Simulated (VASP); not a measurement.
# H3CCl in VASP: a series of runs

H3CCl is run at these levels: PBE; tasks: single point, relaxation of the atoms.

Program: VASP 6.6.1. These are calculated values, not measurements. Logs are shortened: lines on timing, memory, paths and dates and some standing lists are left out, and cuts for length are marked.

## Step 1: The cell of the first run

The cell holds a disordered packing, 40 atoms: a = 8.717 Å, b = 8.717 Å, c = 8.717 Å, α = 90.00°, β = 90.00°, γ = 90.00°.

## Step 2: Single point, PBE

Contents of INCAR:

```
ALGO = Normal ; EDIFF = 1E-6
ENCUT = 520 ; GGA = PE
ISIF = 2 ; ISMEAR = -1
LASPH = True ; LCHARG = True
LELF = True ; LREAL = Auto
LVHAR = True ; LWAVE = False
NBANDS = 82 ; NELM = 80
PREC = Accurate ; SIGMA = 0.02
```

Contents of KPOINTS:

```
k-points
0
Gamma
  1 1 1
```

Contents of POSCAR:

```
H3CCl
1.0
    8.7171280000      0.0000000000      0.0000000000
    0.0000000000      8.7171280000      0.0000000000
    0.0000000000      0.0000000000      8.7171280000
C Cl H
8 8 24
Direct
    0.1704027244      0.3666132030      0.7753627355
    0.9142055425      0.0781118697      0.4883461836
    0.9836897738      0.4315954316      0.1818614403
    0.5778849443      0.8584615598      0.9616235812
    0.4434792048      0.1596325892      0.2916967900
    0.5375010336      0.5763743484      0.4300494441
    0.9890137736      0.8653814208      1.0054922890
    0.7527188604      0.4611382393      0.7759145628
    0.3574633157      0.3956987787      0.8558515213
    1.0414992501     -0.0246624189      0.6117659331
    0.9802211275      0.5260891953      0.3644772331
    0.6165403861      0.8536323930      0.7597395533
    0.4414787783     -0.0185270650      0.3948616682
    0.4776560442      0.5527735415      0.2349402151
    1.1521947366      0.9771082504      1.0599340165
    0.7571631637      0.2708373320      0.8531393885
    0.1534961870      0.4500762527      0.6825271996
    0.1638986994      0.2490556438      0.7322486477
    0.0853282909      0.3835427103      0.8664631949
    0.9017855081      0.1954125110      0.5321662193
    0.9647036736      0.0793576254      0.3732774158
    0.8023289696      0.0201551831      0.4884813521
    1.0820314812      0.3532877232      0.1784074394
    0.8759054135      0.3685257112      0.1661709186
    0.9957779590      0.5199540012      0.0933904469
    0.6342993605      0.9593477668      1.0098588103
    0.4536615295      0.8650797174      0.9783931832
    0.6229040392      0.7535148859      1.0145030120
    0.3272168351      0.1828863503      0.2476848041
    0.4790714038      0.2506974551      0.3702849747
    0.5249955843      0.1500861959      0.1957644229
    0.4466832784      0.6360555754      0.4930415055
    0.5571798958      0.4621310423      0.4790437449
    0.6442288787      0.6433757175      0.4318716035
    0.9152058768      0.9357806678      0.9327382543
    1.0297772846      0.7661096804      0.9400667512
    0.9294853738      0.8285894956      1.1096740643
    0.7839994534      0.5423806818      0.8667203687
    0.8343030845      0.4678591583      0.6805606739
    0.6361552795      0.4840776786      0.7365696365
```

Potentials or basis: VASP PAW PBE potentials, release 64 (C, Cl, H).

Started as:

```
$ cat potpaw_PBE.64/C/POTCAR potpaw_PBE.64/Cl/POTCAR potpaw_PBE.64/H/POTCAR > POTCAR
$ mpirun -np 1 vasp_gam > vasp.out
```

OUTCAR:

```text
EDIFF = 1E-6
   ENCUT = 520
   GGA = PE
   ISIF = 2
   ISMEAR = -1
   LASPH = True
   LREAL = Auto
   NELM = 80
   PREC = Accurate

 ion  position               nearest neighbor table
   1  0.170  0.367  0.775-  18 1.09  19 1.10  17 1.10   9 1.79
   2  0.914  0.078  0.488-  21 1.10  20 1.10  22 1.10  10 1.79
   3  0.984  0.432  0.182-  25 1.10  23 1.10  24 1.10  11 1.79
   4  0.578  0.858  0.962-  26 1.09  27 1.09  28 1.10  12 1.79
   5  0.443  0.160  0.292-  30 1.09  31 1.10  29 1.10  13 1.79
   6  0.538  0.576  0.430-  32 1.09  33 1.10  34 1.10  14 1.79
   7  0.989  0.865  0.005-  35 1.09  37 1.09  36 1.10  15 1.79
   8  0.753  0.461  0.776-  40 1.09  39 1.10  38 1.10  16 1.79
   9  0.357  0.396  0.856-   1 1.79
  10  0.041  0.975  0.612-   2 1.79
  11  0.980  0.526  0.364-   3 1.79
  12  0.617  0.854  0.760-   4 1.79
  13  0.441  0.981  0.395-   5 1.79
  14  0.478  0.553  0.235-   6 1.79
[... 24 lines left out ...]
  39  0.834  0.468  0.681-   8 1.10
  40  0.636  0.484  0.737-   8 1.09

  LATTYP: Found a simple cubic cell.
 ALAT       =     8.7171280000

  Lattice vectors:

 A1 = (   8.7171280000,   0.0000000000,   0.0000000000)
 A2 = (   0.0000000000,   8.7171280000,   0.0000000000)
 A3 = (   0.0000000000,   0.0000000000,   8.7171280000)

Analysis of symmetry for initial positions (statically):
=====================================================================
 Subroutine PRICEL returns:
 Original cell was already a primitive cell.

 Routine SETGRP: Setting up the symmetry group for a
 simple cubic supercell.

 Subroutine GETGRP returns: Found  1 space group operations
 (whereof  1 operations were pure point group operations)
 out of a pool of 48 trial point group operations.

The static configuration has the point symmetry C_1 .

Analysis of symmetry for dynamics (positions and initial velocities):
=====================================================================
 Subroutine PRICEL returns:
 Original cell was already a primitive cell.

 Routine SETGRP: Setting up the symmetry group for a
 simple cubic supercell.

 Subroutine GETGRP returns: Found  1 space group operations
 (whereof  1 operations were pure point group operations)
 out of a pool of 48 trial point group operations.

The dynamic configuration has the point symmetry C_1 .

 Subroutine INISYM returns: Found  1 space group operations
 (whereof  1 operations are pure point group operations),
 and found     1 'primitive' translations

----------------------------------------------------------------------------------------

                                     Primitive cell

  volume of cell :     662.3999

  direct lattice vectors                    reciprocal lattice vectors
     8.717128000  0.000000000  0.000000000     0.114716682  0.000000000  0.000000000
     0.000000000  8.717128000  0.000000000     0.000000000  0.114716682  0.000000000
     0.000000000  0.000000000  8.717128000     0.000000000  0.000000000  0.114716682

  length of vectors
     8.717128000  8.717128000  8.717128000     0.114716682  0.114716682  0.114716682

  position of ions in fractional coordinates (direct lattice)
     0.170402724  0.366613203  0.775362736
     0.914205542  0.078111870  0.488346184
     0.983689774  0.431595432  0.181861440
     0.577884944  0.858461560  0.961623581
     0.443479205  0.159632589  0.291696790
     0.537501034  0.576374348  0.430049444
[... 32 lines left out ...]
     0.834303085  0.467859158  0.680560674
     0.636155280  0.484077679  0.736569637

  ion indices of the primitive-cell ions
   primitive index   ion index
                 1           1
                 2           2
                 3           3
                 4           4
                 5           5
                 6           6
[... 32 lines left out ...]
                39          39
                40          40

----------------------------------------------------------------------------------------

 KPOINTS: k-points

Automatic generation of k-mesh.
 Grid dimensions read from file:
[... 44 lines left out ...]
   TEBEG  =    0.0;   TEEND  =   0.0 temperature during run
   PSTRESS=    0.0 pullay stress
   NELECT =     112.0000    total number of electrons
   NUPDOWN=      -1.0000    fix difference up-down
   EMIN   =  10.00;   EMAX   =-10.00  energy-range for DOS
   EFERMI =   0.00;   METHOD = LEGACY
   ISMEAR =    -1;   SIGMA  =   0.02  broadening in eV -4-tet -1-fermi 0-gaus
   EFERMI_NEDOS =   21; number of points for ismear=-14 and -15
   IALGO  =     38    algorithm
   IMIX   =      4    mixing-type and parameters
     AMIX     =   0.40;   BMIX     =  1.00
     AMIX_MAG =   1.60;   BMIX_MAG =  1.00
  volume/ion in A,a.u.               =      16.56       111.75
  Fermi-wavevector in a.u.,A,eV,Ry     =   0.905262  1.710696 11.149954  0.819499
  Thomas-Fermi vector in A             =   2.028808
   LORBIT       =      0    0 simple, 1 ext, 2 COOP (PROOUT), +10 PAW based schemes
   GGA     = PE    functional components
   LHFCALC =     F    Hartree Fock is set to
   AEXX    =    0.0000 exact exchange contribution
   IVDW    =     0    specifies the selected vdW correction
   LEPSILON=     F    determine dielectric tensor
   LRPA    =     F    only Hartree local field effects (RPA)
 non-spin polarized calculation
  energy-cutoff  :      520.00
  volume of cell :      662.40
 maximum number of plane-waves:      8923
 NGX is ok and might be reduce to    70
   NGX = 33   NGY = 33   NGZ = 33

 number of electron     112.0000003 magnetization

 Free energy of the ion-electron system (eV)
  ---------------------------------------------------
  ext. energy  EPLUGINS =         0.00000000
  ---------------------------------------------------
  free energy    TOTEN  =      -179.81127963 eV

  energy without entropy =     -179.81127963  energy(sigma->0) =     -179.81127963

 E-fermi :  -2.6679     XC(G=0):  -6.2686

 val. band max:       -3.1737290832   @ k =   0.0000   0.0000   0.0000
 cond. band min:       2.2588985235   @ k =   0.0000   0.0000   0.0000
 fundamental gap:      5.4326276067
 Fermi energy:        -2.6678522201

 k-point     1 :       0.0000    0.0000    0.0000
  band No.  band energies     occupation
      1     -17.9168      2.00000
      2     -17.8563      2.00000
      3     -17.7891      2.00000
      4     -17.6823      2.00000
      5     -17.6329      2.00000
      6     -17.5810      2.00000
[... 60 lines left out ...]
     67       4.1226      0.00000
     68       4.2747      0.00000
 [bands above 68 left out]

------------------------ aborting loop because EDIFF is reached ----------------------------------------

  FORCE on cell =-STRESS in cart. coord.  units (eV):
  Direction    XX          YY          ZZ          XY          YZ          ZX
  --------------------------------------------------------------------------------------
  -------------------------------------------------------------------------------------
  Total       -0.2899476     -0.1858611     -0.0557908      0.1182443      0.1323996      0.2472197
  in kB       -0.7013098     -0.4495508     -0.1349437      0.2860029      0.3202412      0.5979617
  external PRESSURE =      -0.4286014 kB  Pullay stress =       0.0000000 kB

 VOLUME and BASIS-vectors are now :
 -----------------------------------------------------------------------------
  energy-cutoff  :      520.00
  volume of cell :      662.40
      direct lattice vectors                 reciprocal lattice vectors
     8.717128000  0.000000000  0.000000000     0.114716682  0.000000000  0.000000000
     0.000000000  8.717128000  0.000000000     0.000000000  0.114716682  0.000000000
     0.000000000  0.000000000  8.717128000     0.000000000  0.000000000  0.114716682

 POSITION                                       TOTAL-FORCE (eV/Angst)
 -----------------------------------------------------------------------------------
      1.48542      3.19581      6.75894         0.008658      0.123914     -0.030388
      7.96925      0.68091      4.25698        -0.096154     -0.009899      0.025047
      8.57495      3.76227      1.58531        -0.039345     -0.076357      0.037852
      5.03750      7.48332      8.38260         0.003996     -0.149241     -0.022003
      3.86586      1.39154      2.54276        -0.077192     -0.128097     -0.152537
      4.68547      5.02433      3.74880         0.070329      0.059729     -0.011669
[... 32 lines left out ...]
      7.27273      4.07839      5.93253        -0.026138      0.001269      0.030632
      5.54545      4.21977      6.42077        -0.049013      0.012744      0.018378
 -----------------------------------------------------------------------------------
    total drift:                                0.005856     -0.024453     -0.017390

  FREE ENERGIE OF THE ION-ELECTRON SYSTEM (eV)
  ---------------------------------------------------
  free  energy   TOTEN  =      -179.8112796328 eV

  energy  without entropy=     -179.8112796328  energy(sigma->0) =     -179.81127963
```

It took 2.1 min on 1 thread of Intel Xeon Platinum 8259CL at 2.50GHz (Skylake/Cascade Lake), shared host; peak memory 0.65 GiB.

Results:

```yaml
Free_energy: -179.8113 eV
Pressure: 0.0 GPa
Largest_force: 0.296 eV/Å
Band_gap_on_the_k_mesh: 5.43 eV
```

Forces on the atoms (eV/Å):
```
C    0.009  0.124 -0.030
C   -0.096 -0.010  0.025
C   -0.039 -0.076  0.038
C    0.004 -0.149 -0.022
C   -0.077 -0.128 -0.153
C    0.070  0.060 -0.012
C    0.068  0.000 -0.013
C    0.102  0.028  0.076
Cl  -0.097 -0.018 -0.018
Cl  -0.016  0.025 -0.075
Cl   0.024 -0.022 -0.064
Cl   0.001  0.000  0.076
Cl   0.081  0.171 -0.135
Cl  -0.003  0.025  0.096
Cl  -0.081 -0.032 -0.023
Cl   0.010  0.023 -0.012
H    0.030 -0.087  0.080
H    0.007 -0.024 -0.010
H    0.035 -0.013 -0.059
H    0.023 -0.099 -0.028
H   -0.014 -0.034 -0.008
H    0.102  0.054 -0.008
H   -0.063  0.061  0.027
H    0.100  0.075  0.032
H    0.010 -0.021  0.033
H    0.002  0.066  0.014
H    0.000  0.018  0.000
H   -0.063  0.085 -0.046
H    0.263 -0.079  0.109
H   -0.013 -0.036  0.003
H   -0.161  0.049  0.158
H    0.034 -0.025 -0.041
H   -0.020  0.071 -0.024
H   -0.146 -0.094 -0.020
H   -0.009  0.012 -0.022
H    0.002  0.032  0.023
H    0.002  0.004  0.041
H   -0.009 -0.048 -0.060
H   -0.026  0.001  0.031
H   -0.049  0.013  0.018
```

Caveat: the k points lie up to 0.72 Å⁻¹ apart.

## Step 3: Relaxation of the atoms, PBE

Contents of INCAR:

```
SYSTEM = H3CCl
PREC = Accurate
ENCUT = 520
EDIFF = 1E-7
ISMEAR = -1
SIGMA = 0.02
LREAL = Auto
LASPH = .TRUE.
NELM = 60
ALGO = Normal
ISIF = 2
LWAVE = .FALSE.
LCHARG = .FALSE.
GGA = PE
IBRION = 2
NSW = 35
EDIFFG = -0.3
```

Contents of KPOINTS:

```
regular mesh
0
G
  1 1 1
  0 0 0
```

Contents of POSCAR:

```
H3CCl
1.0
    8.7171280000      0.0000000000      0.0000000000
    0.0000000000      8.7171280000      0.0000000000
    0.0000000000      0.0000000000      8.7171280000
C Cl H
8 8 24
Direct
    0.1921485000      0.3694624000      0.8162202000
    0.9142121000      0.1152578000      0.5403636000
    0.9701155000      0.4079920000      0.1141611000
    0.6354714000      0.8471240000      0.9538405000
    0.4108975000      0.1644443000      0.3056122000
    0.5726638000      0.5585797000      0.4507418000
    0.9584039000      0.8749258000      0.9841307000
    0.7240556000      0.4562727000      0.7450973000
    0.3917125000      0.3988705000      0.8458972000
    1.0313713000      0.0260413000      0.6813795000
    0.9370964000      0.4914376000      0.2972401000
    0.6449898000      0.8446445000      0.7501874000
    0.3606686000      0.0019221000      0.4180175000
    0.5305491000      0.5389557000      0.2522158000
    1.1172936000      0.9834761000      1.0515269000
    0.7295509000      0.2794661000      0.8464904000
    0.1518028000      0.4498884000      0.7297010000
    0.1738313000      0.2522387000      0.7774287000
    0.1319410000      0.3887430000      0.9238539000
    0.8825490000      0.2292265000      0.5802422000
    0.9785258000      0.1236544000      0.4337103000
    0.8117756000      0.0460345000      0.5231423000
    1.0760204000      0.3420431000      0.1182361000
    0.8742690000      0.3331881000      0.0858854000
    0.9797250000      0.4990403000      0.0293109000
    0.7031496000      0.9430039000      0.9963660000
    0.5163077000      0.8601846000      0.9886417000
    0.6812874000      0.7396605000      0.9978199000
    0.3086507000      0.2070048000      0.2480284000
    0.4575498000      0.2526694000      0.3805894000
    0.4964110000      0.1304649000      0.2212644000
    0.4765567000      0.6148263000      0.5071462000
    0.5905323000      0.4451699000      0.4997380000
    0.6759881000      0.6274319000      0.4635934000
    0.8875298000      0.9476808000      0.9115685000
    1.0008028000      0.7775369000      0.9185607000
    0.8922363000      0.8349015000      1.0821185000
    0.7380498000      0.5499904000      0.8263553000
    0.8168066000      0.4579412000      0.6615739000
    0.6140370000      0.4662015000      0.6869679000
```

Potentials or basis: VASP PAW PBE potentials, release 64 (C, Cl, H).

Started as:

```
$ cat potpaw_PBE.64/C/POTCAR potpaw_PBE.64/Cl/POTCAR potpaw_PBE.64/H/POTCAR > POTCAR
$ mpirun -np 1 vasp_gam > vasp.out
```

It took 30 min on 1 thread of Intel Xeon Platinum 8259CL at 2.50GHz (Skylake/Cascade Lake), shared host; peak memory 0.75 GiB.

It converged, with:

| Quantity | Value |
| --- | --- |
| Free energy | -179.4513 eV |
| Energy gained by relaxing | 25.5 meV/atom |
| Ionic steps | 22 |
| Pressure after relaxing | 0.7 GPa |
| Largest force after relaxing | 0.253 eV/Å |
| Band gap on the k mesh | 5.21 eV |

Forces on the atoms (eV/Å):
```
C    0.146 -0.021 -0.193
C    0.053 -0.115  0.042
C    0.023 -0.027  0.069
C    0.072 -0.082 -0.191
C    0.058  0.080 -0.087
C   -0.037  0.013  0.119
C   -0.071  0.068  0.033
C    0.136 -0.019  0.040
Cl  -0.039  0.007  0.112
Cl   0.014 -0.099  0.002
Cl   0.110  0.053  0.066
Cl   0.036  0.017  0.058
Cl   0.116 -0.140  0.069
Cl  -0.073 -0.145 -0.055
Cl  -0.038  0.068 -0.018
Cl  -0.096 -0.039 -0.061
H   -0.093  0.013 -0.004
H   -0.092  0.019  0.024
H   -0.035 -0.015 -0.099
H   -0.071 -0.018 -0.095
H    0.052 -0.043 -0.025
H   -0.127  0.085 -0.047
H   -0.001 -0.019  0.088
H   -0.013  0.019  0.032
H   -0.033  0.067  0.030
H    0.037  0.111  0.007
H   -0.244  0.037  0.056
H    0.044 -0.016  0.030
H   -0.013 -0.034  0.017
H    0.015  0.032  0.010
H    0.049  0.048 -0.070
H   -0.020  0.050  0.050
H   -0.012  0.056 -0.068
H    0.006  0.051  0.024
H    0.140 -0.083 -0.028
H   -0.075 -0.054 -0.124
H    0.019 -0.035  0.113
H   -0.052  0.128 -0.014
H    0.083  0.002 -0.038
H    0.026 -0.019  0.126
```

Stress tensor (GPa, compression positive):
```
 0.77  0.13 -0.06
 0.13  0.43  0.10
-0.06  0.10  0.77
```

The path:
```
step  energy change (eV)  largest force (eV/Å)  pressure (GPa)
   1              0.0000                0.6069            1.72
   2             -0.0930                0.7941            1.23
   3             -0.0945                0.8734            1.16
   4             -0.1482                0.5619            1.05
   5             -0.2301                0.7077            0.71
   6             -0.2328                0.9228            0.65
   7             -0.3033                0.4662            0.76
   8             -0.3457                0.6079            0.96
   9             -0.4243                0.4586            1.06
  10             -0.5323                0.9673            1.40
  11             -0.5930                0.6460            1.34
  12             -0.6777                0.9268            1.18
  13             -0.7570                0.6782            0.98
  14             -0.8745                0.3744            0.42
  15             -0.8768                0.4120            0.33
  16             -0.9081                0.3283            0.38
  17             -0.9366                0.9590            0.50
  18             -0.9583                0.8150            0.53
  19             -0.9994                0.4919            0.63
  20             -0.9744                1.0584            0.82
  21             -1.0071                0.4862            0.69
  22             -1.0197                0.2533            0.66
```

Final structure:
```
C Cl H
1.0
     8.71713    0.00000    0.00000
     0.00000    8.71713    0.00000
     0.00000    0.00000    8.71713
C Cl H
8 8 24
Direct
  0.18344 0.37279 0.79850
  0.91762 0.11018 0.51440
  0.96882 0.41557 0.14557
  0.59010 0.84896 0.95596
  0.41456 0.16062 0.30416
  0.55808 0.56513 0.42262
  0.99271 0.86839 0.00387
  0.74434 0.45317 0.76603
  0.37767 0.40363 0.85612
  0.04940 0.00991 0.63410
  0.95145 0.50222 0.33012
  0.61773 0.85358 0.75232
  0.37697 0.99305 0.41301
  0.50552 0.57368 0.22575
  0.15994 0.96809 0.06592
  0.75377 0.26434 0.84560
  0.15785 0.45502 0.70726
  0.17495 0.25493 0.75639
  0.10991 0.39036 0.89828
  0.89691 0.22206 0.56673
  0.96788 0.12281 0.40014
  0.81254 0.04204 0.51073
  0.07299 0.34564 0.14264
  0.86778 0.34496 0.12313
  0.97716 0.50720 0.06037
  0.64063 0.95180 0.00613
  0.46751 0.84486 0.97842
  0.64468 0.74599 0.00162
  0.30875 0.20037 0.24960
  0.45851 0.24899 0.38127
  0.49964 0.13330 0.21634
  0.46622 0.61706 0.49013
  0.57398 0.44489 0.45586
  0.66556 0.62757 0.43778
  0.92222 0.94522 0.93363
  0.03150 0.77001 0.93682
  0.92889 0.83027 0.10482
  0.77111 0.53399 0.85789
  0.82916 0.46224 0.67417
  0.62910 0.47272 0.72078
```

Levels at points of the mesh, in eV from the valence-band top:
```
           k point  band 52  band 53  band 54  band 55  band 56  band 57  band 58  band 59  band 60  band 61
(0.00, 0.00, 0.00)    -0.41    -0.38    -0.27    -0.13     0.00     5.21     5.33     5.72     5.82     5.97
```

Caveat: the k points lie up to 0.72 Å⁻¹ apart; the relaxation stopped at a loose force limit of 0.3 eV/Å, so its end isn't a converged minimum.
